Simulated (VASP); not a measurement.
Write the native input for VASP 6.6.1 that does the following.

| Quantity | Value |
| --- | --- |
| Task | single point |
| Functional | PBE |
| Dispersion | D3(BJ) |
| Potentials or basis | VASP PAW PBE potentials, release 64 (P) |
| Cutoff | 520 eV |
| k mesh | 9 × 9 × 1 |
| Occupations | gaussian, width 0.02 eV |
| Spin | no spin polarisation |
| Dipole correction | yes |
| Further INCAR settings | ALGO = Normal; EDIFF = 1e-06; NBANDS = 12 |

The structure of P lies in POSCAR:

```
P
1.0
    3.1980000000      0.0000000000      0.0000000000
   -1.5990000000      2.7695492413      0.0000000000
    0.0000000000      0.0000000000     28.0000000000
P
2
Direct
    0.3333333333      0.6666666667      0.5238214286
    0.6666666667      0.3333333333      0.4761785714
```

The input as run:

INCAR

```
ALGO = Normal
DIPOL = 0.5 0.5 0.500
EDIFF = 1E-6
ENCUT = 520
GGA = PE
IDIPOL = 3
ISIF = 2
ISMEAR = 0
IVDW = 12
LASPH = T
LCHARG = F
LDIPOL = T
LREAL = F
LWAVE = F
NBANDS = 12
NELM = 60
PREC = Accurate
SIGMA = 0.02
```

KPOINTS

```
k-points
0
Gamma
  9 9 1
```

Potentials or basis: VASP PAW PBE potentials, release 64 (P).

Command:

```console
$ cat potpaw_PBE.64/P/POTCAR > POTCAR
$ mpirun -np 1 vasp_std > vasp.out
```

It gave:

The largest force is 1.369 eV/Å and the band gap on the k mesh is 1.12 eV, indirect (least direct gap 2.53 eV). The dispersion energy per atom is -0.220 eV.

It took 77 s on 1 thread of Intel(R) Xeon(R) Platinum 8259CL CPU @ 2.50GHz (Skylake/Cascade Lake), with other jobs on the host, peak memory 0.33 GiB.
